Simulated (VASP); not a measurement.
# CdS (Hawleyite) (F-43m) in VASP: notebook

Aim: see how the results for CdS (Hawleyite) move with the level of theory and the settings. Levels: PBEsol, PBEsol+D3(BJ). Tasks: electric field gradients.

All numbers are computed with VASP 6.6.1; they aren't measurements. Logs are shortened: lines on timing, memory, paths and dates and some standing lists are left out, and cuts for length are marked.

## (1) The cell of the first run

The structure is cubic, space group F-43m (No. 216). Conventional cell: a = 5.833 Å, b = 5.833 Å, c = 5.833 Å, α = 90.00°, β = 90.00°, γ = 90.00°. Within 3.3 Å of Cd (site symmetry -43m) lie 4 S at 2.53 Å. S (site symmetry -43m) has 4 Cd at 2.53 Å within 3.3 Å.

## (2) Electric field gradients, PBEsol

INCAR

```
SYSTEM = CdS
  ALGO = Normal
  EDIFF = 1E-8
  ENCUT = 520
  GGA = PS
  ISIF = 2
  ISMEAR = -1
  LASPH = .True.
  LCHARG = .False.
  LEFG = .True.
  LREAL = .False.
  LWAVE = .False.
  NBANDS = 16
  NELM = 100
  PREC = Accurate
  SIGMA = 0.03
```

KPOINTS

```
k-points
0
Gamma
  7 7 7
  0 0 0
```

POSCAR

```
CdS
1.0
    0.0000000000      2.9165000000      2.9165000000
    2.9165000000      0.0000000000      2.9165000000
    2.9165000000      2.9165000000      0.0000000000
Cd S
1 1
Direct
    0.0000000000      0.0000000000      0.0000000000
    0.2500000000      0.2500000000      0.2500000000
```

Potentials or basis: VASP PAW PBE potentials, release 64 (Cd, S).

The run is started by

```
cat potpaw_PBE.64/Cd/POTCAR potpaw_PBE.64/S/POTCAR > POTCAR
mpirun -np 1 vasp_std > vasp.out
```

OUTCAR:

```text
SYSTEM = CdS
   EDIFF = 1E-8
   ENCUT = 520
   GGA = PS
   ISIF = 2
   ISMEAR = -1
   LASPH = .True.
   LREAL = .False.
   NELM = 100
   PREC = Accurate

 ion  position               nearest neighbor table
   1  0.000  0.000  0.000-   2 2.53   2 2.53   2 2.53   2 2.53
   2  0.250  0.250  0.250-   1 2.53   1 2.53   1 2.53   1 2.53

  LATTYP: Found a face centered cubic cell.
 ALAT       =     5.8330000000

  Lattice vectors:

 A1 = (   0.0000000000,   2.9165000000,   2.9165000000)
 A2 = (   2.9165000000,   0.0000000000,   2.9165000000)
 A3 = (   2.9165000000,   2.9165000000,   0.0000000000)

Analysis of symmetry for initial positions (statically):
=====================================================================
 Subroutine PRICEL returns:
 Original cell was already a primitive cell.

 Routine SETGRP: Setting up the symmetry group for a
 face centered cubic supercell.

 Subroutine GETGRP returns: Found 24 space group operations
 (whereof 24 operations were pure point group operations)
 out of a pool of 48 trial point group operations.

The static configuration has the point symmetry T_d .

Analysis of symmetry for dynamics (positions and initial velocities):
=====================================================================
 Subroutine PRICEL returns:
 Original cell was already a primitive cell.

 Routine SETGRP: Setting up the symmetry group for a
 face centered cubic supercell.

 Subroutine GETGRP returns: Found 24 space group operations
 (whereof 24 operations were pure point group operations)
 out of a pool of 48 trial point group operations.

The dynamic configuration has the point symmetry T_d .

 Subroutine INISYM returns: Found 24 space group operations
 (whereof 24 operations are pure point group operations),
 and found     1 'primitive' translations

----------------------------------------------------------------------------------------

                                     Primitive cell

  volume of cell :      49.6153

  direct lattice vectors                    reciprocal lattice vectors
     0.000000000  2.916500000  2.916500000    -0.171438368  0.171438368  0.171438368
     2.916500000  0.000000000  2.916500000     0.171438368 -0.171438368  0.171438368
     2.916500000  2.916500000  0.000000000     0.171438368  0.171438368 -0.171438368

  length of vectors
     4.124553855  4.124553855  4.124553855     0.296939964  0.296939964  0.296939964

  position of ions in fractional coordinates (direct lattice)
     0.000000000  0.000000000  0.000000000
     0.250000000  0.250000000  0.250000000

  ion indices of the primitive-cell ions
   primitive index   ion index
                 1           1
                 2           2

----------------------------------------------------------------------------------------

 KPOINTS: k-points

Automatic generation of k-mesh.
 Grid dimensions read from file:
 generate k-points for:    7    7    7

 Generating k-lattice:

  Cartesian coordinates                     Fractional coordinates (reciprocal lattice)
    -0.024491195  0.024491195  0.024491195     0.142857143  0.000000000  0.000000000
     0.024491195 -0.024491195  0.024491195     0.000000000  0.142857143  0.000000000
     0.024491195  0.024491195 -0.024491195     0.000000000  0.000000000  0.142857143

  Length of vectors
     0.042419995  0.042419995  0.042419995

  Shift w.r.t. Gamma in fractional coordinates (k-lattice)
     0.000000000  0.000000000  0.000000000

 Subroutine IBZKPT returns following result:
 ===========================================

 Found     20 irreducible k-points:

 Following reciprocal coordinates:
            Coordinates               Weight
  0.000000  0.000000  0.000000      1.000000
  0.142857  0.000000  0.000000      8.000000
  0.285714  0.000000  0.000000      8.000000
  0.428571  0.000000  0.000000      8.000000
  0.142857  0.142857  0.000000      6.000000
  0.285714  0.142857  0.000000     24.000000
[... 12 lines left out ...]
 -0.428571  0.428571  0.142857     24.000000
 -0.285714  0.428571  0.142857     24.000000
   k-points           NKPTS =     20   k-points in BZ     NKDIM =     20   number of bands    NBANDS=     16
   number of dos      NEDOS =    301   number of ions     NIONS =      2
   total plane-waves  NPLWV =  32768
   dimension x,y,z NGX =    32 NGY =   32 NGZ =   32
   dimension x,y,z NGXF=    64 NGYF=   64 NGZF=   64
   ions per type =               1   1
   NGX,Y,Z   is equivalent  to a cutoff of  12.90, 12.90, 12.90 a.u.
   NGXF,Y,Z  is equivalent  to a cutoff of  25.80, 25.80, 25.80 a.u.
 SYSTEM =  CdS
   PREC   = accura    normal or accurate (medium, high low for compatibility)
   ISTART =      0    job   : 0-new  1-cont  2-samecut
   ICHARG =      2    charge: 1-file 2-atom 10-const
   ISPIN  =      1    spin polarized calculation?
   LNONCOLLINEAR =      F non collinear calculations
   LSORBIT =      F    spin-orbit coupling
   LASPH  =      T    aspherical Exc in radial PAW
   ENCUT  =  520.0 eV  38.22 Ry    6.18 a.u.   7.67  7.67  7.67*2*pi/ulx,y,z
   NELM   =    100;   NELMIN=  2; NELMDL= -5     # of ELM steps
   EDIFF  = 0.1E-07   stopping-criterion for ELM
   LREAL  =      F    real-space projection
   EDIFFG = 0.1E-06   stopping-criterion for IOM
   NSW    =      0    number of steps for IOM
   IBRION =     -1    ionic relax: 0-MD 1-quasi-New 2-CG
   NFREE  =      0    steps in history (QN), initial steepest desc. (CG)
   ISIF   =      2    stress and relaxation
   ISYM   =      2    0-nonsym 1-usesym 2-fastsym
   POTIM  = 0.5000    time-step for ionic-motion
   TEBEG  =    0.0;   TEEND  =   0.0 temperature during run
   PSTRESS=    0.0 pullay stress
   NELECT =      18.0000    total number of electrons
   NUPDOWN=      -1.0000    fix difference up-down
   EMIN   =  10.00;   EMAX   =-10.00  energy-range for DOS
   EFERMI =   0.00;   METHOD = LEGACY
   ISMEAR =    -1;   SIGMA  =   0.03  broadening in eV -4-tet -1-fermi 0-gaus
   EFERMI_NEDOS =   21; number of points for ismear=-14 and -15
   IALGO  =     38    algorithm
   IMIX   =      4    mixing-type and parameters
     AMIX     =   0.40;   BMIX     =  1.00
     AMIX_MAG =   1.60;   BMIX_MAG =  1.00
  volume/ion in A,a.u.               =      24.81       167.41
  Fermi-wavevector in a.u.,A,eV,Ry     =   1.167599  2.206442 18.548649  1.363287
  Thomas-Fermi vector in A             =   2.304097
   LORBIT       =      0    0 simple, 1 ext, 2 COOP (PROOUT), +10 PAW based schemes
   GGA     = PS    functional components
   LHFCALC =     F    Hartree Fock is set to
   AEXX    =    0.0000 exact exchange contribution
   IVDW    =     0    specifies the selected vdW correction
   LEPSILON=     F    determine dielectric tensor
   LRPA    =     F    only Hartree local field effects (RPA)
 non-spin polarized calculation
  energy-cutoff  :      520.00
  volume of cell :       49.62
 maximum number of plane-waves:      1363
   NGX = 15   NGY = 15   NGZ = 15

 number of electron      18.0000004 magnetization

 Free energy of the ion-electron system (eV)
  ---------------------------------------------------
  ext. energy  EPLUGINS =         0.00000000
  ---------------------------------------------------
  free energy    TOTEN  =        -6.81289153 eV

  energy without entropy =       -6.81289153  energy(sigma->0) =       -6.81289153

 E-fermi :   1.7337     XC(G=0):  -9.3779

 val. band max:        1.2124761203   @ k =   0.0000   0.0000   0.0000
 cond. band min:       2.2204242356   @ k =   0.0000   0.0000   0.0000
 fundamental gap:      1.0079481154
 Fermi energy:         1.7336577526

 k-point     1 :       0.0000    0.0000    0.0000
  band No.  band energies     occupation
      1     -11.1721      2.00000
      2      -6.5170      2.00000
      3      -6.5170      2.00000
      4      -6.5170      2.00000
      5      -6.0288      2.00000
      6      -6.0288      2.00000
[... 8 lines left out ...]
     15      12.6581      0.00000
     16      12.6581      0.00000
[... 343 lines left out ...]
 k-point    20 :      -0.2857    0.4286    0.1429
  band No.  band energies     occupation
      1     -10.6102      2.00000
      2      -6.3050      2.00000
      3      -6.2537      2.00000
      4      -6.0815      2.00000
      5      -6.0114      2.00000
      6      -5.4199      2.00000
[... 8 lines left out ...]
     15      13.4432      0.00000
     16      15.1584      0.00000

------------------------ aborting loop because EDIFF is reached ----------------------------------------

  FORCE on cell =-STRESS in cart. coord.  units (eV):
  Direction    XX          YY          ZZ          XY          YZ          ZX
  --------------------------------------------------------------------------------------
  -------------------------------------------------------------------------------------
  Total        0.0387135      0.0387135      0.0387135     -0.0000000      0.0000000      0.0000000
  in kB        1.2501367      1.2501367      1.2501367     -0.0000000      0.0000000      0.0000000
  external PRESSURE =       1.2501367 kB  Pullay stress =       0.0000000 kB

 VOLUME and BASIS-vectors are now :
 -----------------------------------------------------------------------------
  energy-cutoff  :      520.00
  volume of cell :       49.62
      direct lattice vectors                 reciprocal lattice vectors
     0.000000000  2.916500000  2.916500000    -0.171438368  0.171438368  0.171438368
     2.916500000  0.000000000  2.916500000     0.171438368 -0.171438368  0.171438368
     2.916500000  2.916500000  0.000000000     0.171438368  0.171438368 -0.171438368

 POSITION                                       TOTAL-FORCE (eV/Angst)
 -----------------------------------------------------------------------------------
      0.00000      0.00000      0.00000         0.000000      0.000000      0.000000
      1.45825      1.45825      1.45825        -0.000000     -0.000000     -0.000000
 -----------------------------------------------------------------------------------
    total drift:                               -0.000000     -0.000000     -0.000000

  FREE ENERGIE OF THE ION-ELECTRON SYSTEM (eV)
  ---------------------------------------------------
  free  energy   TOTEN  =        -6.8128915277 eV

  energy  without entropy=       -6.8128915271  energy(sigma->0) =       -6.81289153

 Electric field gradients (V/A^2)
---------------------------------------------------------------------
 ion       V_xx      V_yy      V_zz      V_xy      V_xz      V_yz
---------------------------------------------------------------------
   1      -0.000     0.000    -0.000     0.002     0.002     0.002
   2      -0.000     0.000    -0.000    -0.000    -0.000    -0.000
---------------------------------------------------------------------

 Electric field gradients after diagonalization (V/A^2)
 (convention: |V_zz| > |V_xx| > |V_yy|)
----------------------------------------------------------------------
 ion       V_xx      V_yy      V_zz     asymmetry (V_yy - V_xx)/ V_zz
----------------------------------------------------------------------
   1      -0.002    -0.002     0.004       0.000
   2       0.000     0.000    -0.000       0.000
----------------------------------------------------------------------

           NMR quadrupolar parameters

 Cq : quadrupolar parameter    Cq=e*Q*V_zz/h
 eta: asymmetry parameters     (V_yy - V_xx)/ V_zz
 Q  : nuclear electric quadrupole moment in mb (millibarn)
----------------------------------------------------------------------
 ion       Cq(MHz)       eta       Q (mb)
----------------------------------------------------------------------
   1       0.000       0.000       1.000
   2      -0.000       0.000       1.000
----------------------------------------------------------------------
```

Wall time 12 s (1 thread of Intel Xeon Platinum 8488C (Sapphire Rapids), shared host); peak memory 0.18 GiB.

Results:

```
Free energy            : -6.8129 eV
Pressure               : 0.1 GPa
Band gap on the k mesh : 1.01 eV, direct
```

Levels at points of the mesh, in eV from the valence-band top:
| k point | band 7 | band 8 | band 9 | band 10 | band 11 | band 12 |
| --- | --- | --- | --- | --- | --- | --- |
| (0.00, 0.00, 0.00) | 0.00 | 0.00 | 0.00 | 1.01 | 6.44 | 6.44 |

Caveat: without QUAD_EFG the Cq values of the log hold for a quadrupole moment of 1 mb, not for the nuclei; the PAW data sets were made with another functional, which shifts forces and pressure a little.

## (3) Electric field gradients, PBEsol

INCAR

```
PREC = Accurate
ENCUT = 520
EDIFF = 1E-8
ISMEAR = -1
SIGMA = 0.03
LREAL = F
LASPH = T
NELM = 60
ALGO = Normal
ISIF = 2
LWAVE = F
LCHARG = F
GGA = PS
LEFG = T
NBANDS = 16
```

KPOINTS

```
regular mesh
0
Gamma
  7 7 7
```

POSCAR is that of step 2.

Potentials or basis: VASP PAW PBE potentials, release 64 (Cd, S).

The run is started by

```
cat potpaw_PBE.64/Cd/POTCAR potpaw_PBE.64/S/POTCAR > POTCAR
mpirun -np 1 vasp_std > vasp.out
```

OUTCAR:

```text
PREC = Accurate
   ENCUT = 520
   EDIFF = 1E-8
   ISMEAR = -1
   LREAL = F
   LASPH = T
   NELM = 60
   ISIF = 2
   GGA = PS

 ion  position               nearest neighbor table
   1  0.000  0.000  0.000-   2 2.53   2 2.53   2 2.53   2 2.53
   2  0.250  0.250  0.250-   1 2.53   1 2.53   1 2.53   1 2.53

  LATTYP: Found a face centered cubic cell.
 ALAT       =     5.8330000000

  Lattice vectors:

 A1 = (   0.0000000000,   2.9165000000,   2.9165000000)
 A2 = (   2.9165000000,   0.0000000000,   2.9165000000)
 A3 = (   2.9165000000,   2.9165000000,   0.0000000000)

Analysis of symmetry for initial positions (statically):
=====================================================================
 Subroutine PRICEL returns:
 Original cell was already a primitive cell.

 Routine SETGRP: Setting up the symmetry group for a
 face centered cubic supercell.

 Subroutine GETGRP returns: Found 24 space group operations
 (whereof 24 operations were pure point group operations)
 out of a pool of 48 trial point group operations.

The static configuration has the point symmetry T_d .

Analysis of symmetry for dynamics (positions and initial velocities):
=====================================================================
 Subroutine PRICEL returns:
 Original cell was already a primitive cell.

 Routine SETGRP: Setting up the symmetry group for a
 face centered cubic supercell.

 Subroutine GETGRP returns: Found 24 space group operations
 (whereof 24 operations were pure point group operations)
 out of a pool of 48 trial point group operations.
[... 151 lines left out ...]
  band No.  band energies     occupation
      1     -11.1721      2.00000
      2      -6.5170      2.00000
      3      -6.5170      2.00000
      4      -6.5170      2.00000
      5      -6.0288      2.00000
      6      -6.0288      2.00000
[... 357 lines left out ...]
      3      -6.2537      2.00000
      4      -6.0815      2.00000
      5      -6.0114      2.00000
      6      -5.4199      2.00000
[... 8 lines left out ...]
     15      13.4432      0.00000
     16      15.1584      0.00000

------------------------ aborting loop because EDIFF is reached ----------------------------------------

  FORCE on cell =-STRESS in cart. coord.  units (eV):
  Direction    XX          YY          ZZ          XY          YZ          ZX
  --------------------------------------------------------------------------------------
  -------------------------------------------------------------------------------------
  Total        0.0387135      0.0387135      0.0387135     -0.0000000      0.0000000      0.0000000
  in kB        1.2501367      1.2501367      1.2501367     -0.0000000      0.0000000      0.0000000
  external PRESSURE =       1.2501367 kB  Pullay stress =       0.0000000 kB

 VOLUME and BASIS-vectors are now :
 -----------------------------------------------------------------------------
  energy-cutoff  :      520.00
  volume of cell :       49.62
      direct lattice vectors                 reciprocal lattice vectors
     0.000000000  2.916500000  2.916500000    -0.171438368  0.171438368  0.171438368
     2.916500000  0.000000000  2.916500000     0.171438368 -0.171438368  0.171438368
     2.916500000  2.916500000  0.000000000     0.171438368  0.171438368 -0.171438368

 POSITION                                       TOTAL-FORCE (eV/Angst)
 -----------------------------------------------------------------------------------
      0.00000      0.00000      0.00000         0.000000      0.000000      0.000000
      1.45825      1.45825      1.45825        -0.000000     -0.000000     -0.000000
 -----------------------------------------------------------------------------------
    total drift:                               -0.000000     -0.000000     -0.000000

  FREE ENERGIE OF THE ION-ELECTRON SYSTEM (eV)
  ---------------------------------------------------
  free  energy   TOTEN  =        -6.8128915277 eV

  energy  without entropy=       -6.8128915271  energy(sigma->0) =       -6.81289153

 Electric field gradients (V/A^2)
---------------------------------------------------------------------
 ion       V_xx      V_yy      V_zz      V_xy      V_xz      V_yz
---------------------------------------------------------------------
   1      -0.000     0.000    -0.000     0.002     0.002     0.002
   2      -0.000     0.000    -0.000    -0.000    -0.000    -0.000
---------------------------------------------------------------------

 Electric field gradients after diagonalization (V/A^2)
 (convention: |V_zz| > |V_xx| > |V_yy|)
----------------------------------------------------------------------
 ion       V_xx      V_yy      V_zz     asymmetry (V_yy - V_xx)/ V_zz
----------------------------------------------------------------------
   1      -0.002    -0.002     0.004       0.000
   2       0.000     0.000    -0.000       0.000
----------------------------------------------------------------------

           NMR quadrupolar parameters

 Cq : quadrupolar parameter    Cq=e*Q*V_zz/h
 eta: asymmetry parameters     (V_yy - V_xx)/ V_zz
 Q  : nuclear electric quadrupole moment in mb (millibarn)
----------------------------------------------------------------------
 ion       Cq(MHz)       eta       Q (mb)
----------------------------------------------------------------------
   1       0.000       0.000       1.000
   2      -0.000       0.000       1.000
----------------------------------------------------------------------
```

Run time: 13 s. Hardware: 1 thread of Intel Xeon Platinum 8488C (Sapphire Rapids), shared host; peak memory 0.18 GiB.

What came out:

```
Free energy            : -6.8129 eV
Pressure               : 0.1 GPa
Band gap on the k mesh : 1.01 eV, direct
```

Caveat: without QUAD_EFG the Cq values of the log hold for a quadrupole moment of 1 mb, not for the nuclei; the PAW data sets were made with another functional, which shifts forces and pressure a little. PBEsol gaps usually lie below the measured ones, often by a third to a half.

(Part 1 of 2 ends here.)
